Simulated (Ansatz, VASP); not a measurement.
**One calculation of SnO2, two programs**

The input POSCAR:

```
SnO2
1.0
    4.7380000000      0.0000000000      0.0000000000
    0.0000000000      4.7380000000      0.0000000000
    0.0000000000      0.0000000000      3.1865000000
Sn O
2 4
Direct
    0.0000000000      0.0000000000      0.0000000000
    0.5000000000      0.5000000000      0.5000000000
    0.3071000000      0.3071000000      0.0000000000
    0.1929000000      0.8071000000      0.5000000000
    0.6929000000      0.6929000000      0.0000000000
    0.8071000000      0.1929000000      0.5000000000
```

The input INCAR.step1:

```
SYSTEM = SnO2
PREC     = Accurate       ! precision mode
ENCUT    = 600            ! plane-wave cutoff, eV
ISMEAR   = 0              ! smearing method
SIGMA    = 0.01           ! smearing width, eV
LREAL    = .FALSE.        ! projectors in reciprocal space
LASPH    = .TRUE.         ! aspherical terms in the spheres
NELM     = 100            ! most SCF steps
GGA      = PE             ! functional
ALGO     = Normal         ! electronic algorithm
EDIFF    = 1E-4           ! SCF threshold, eV
LWAVE    = .TRUE.         ! write WAVECAR
LCHARG   = .FALSE.        ! write CHGCAR
```

File INCAR.step2:

```
SYSTEM = SnO2
PREC     = Accurate       ! precision mode
ENCUT    = 600            ! plane-wave cutoff, eV
EDIFF    = 1E-6           ! SCF threshold, eV
ISMEAR   = 0              ! smearing method
SIGMA    = 0.01           ! smearing width, eV
LREAL    = .FALSE.        ! projectors in reciprocal space
LASPH    = .TRUE.         ! aspherical terms in the spheres
NELM     = 100            ! most SCF steps
ALGO     = Normal         ! electronic algorithm
ISIF     = 3              ! what is computed and relaxed
LWAVE    = .FALSE.        ! write WAVECAR
LCHARG   = .FALSE.        ! write CHGCAR
METAGGA  = R2SCAN         ! meta-GGA
LMIXTAU  = .TRUE.       
IBRION   = 2              ! ionic algorithm
NSW      = 80             ! ionic steps
EDIFFG   = -0.01          ! ionic threshold
ISTART   = 1
```

Contents of KPOINTS:

```
Automatic mesh
0
G
  6 6 8
  0 0 0
```

Input for Ansatz:

```yaml
crystal:
  lattice:
    a: 4.738
    b: 4.738
    c: 3.1865
    alpha: 90.0
    beta: 90.0
    gamma: 90.0
  space_group: 136
  setting:
    hermann_mauguin: P42/mnm
  atoms:
    - { symbol: Sn, position: [0.0, 0.0, 0.0] }
    - { symbol: O, position: [0.3071, 0.3071, 0.0] }
basis:
  ecutwfc: 510.0
kpoints:
  mp_grid:
    grid: [6, 6, 8]
hamiltonian:
  xc: r2scan
  dispersion: none
scf:
  convergence:
    dr2_threshold: 1.0e-10
  occupations:
    method: fixed
relax:
  cell: {}
```

Alike in both runs: task relaxation of cell and atoms; functional r2SCAN; k mesh 6 × 6 × 8; no spin polarisation.

|  | VASP | Ansatz |
| --- | --- | --- |
| version | VASP 6.6.1 | Ansatz 0.2.0 |
| potentials or method | VASP PAW PBE potentials, release 64 (Sn_d, O), cutoff 600 eV | plane waves, PAW |
| occupations | gaussian, width 0.01 eV | fixed |
| valence electrons in the cell | 52 | 52 |

|  | VASP | Ansatz | Ansatz less VASP |
| --- | --- | --- | --- |
| relaxed volume (Å³/atom) | 12.13 | 12.09 | -0.046 |
| relaxed length of the cell vector where the two differ most in proportion (Å) | 3.209 | 3.201 | -0.0078 |

VASP's potentials were made for PBE, not for r2SCAN.
